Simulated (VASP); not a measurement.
C, 2 atoms in the cell. The structure is cubic, space group Fd-3m (No. 227). The conventional cell has a = 3.661 Å, b = 3.661 Å, c = 3.661 Å, α = 90.00°, β = 90.00°, γ = 90.00°. C (site symmetry -43m) has 4 C at 1.59 Å within 2.1 Å. 

| Quantity | Value |
| --- | --- |
| Program | VASP 6.6.1 |
| Task | single point |
| Functional | PBE |
| Dispersion | D3(BJ) |
| Potentials or basis | VASP PAW PBE potentials, release 64 (C) |
| Cutoff | 600 eV |
| k mesh | 12 × 12 × 12 |
| Occupations | gaussian, width 0.02 eV |
| Spin | no spin polarisation |
| Dipole correction | no |
| Further INCAR settings | ALGO = Normal; EDIFF = 1e-06; NBANDS = 11 |

Potentials or basis: VASP PAW PBE potentials, release 64 (C).

The run is started by

```sh
$ cat potpaw_PBE.64/C/POTCAR > POTCAR
$ mpirun -np 1 vasp_std > vasp.out
```

Hardware: 1 thread of Intel Xeon 8259CL, on a shared host.

Task: Estimate the wall time of this run.

Result: Run time: 16 s on 1 thread of Intel Xeon 8259CL, with other jobs on the host, peak memory 0.14 GiB. Counts: scf iterations 11, k points 72.
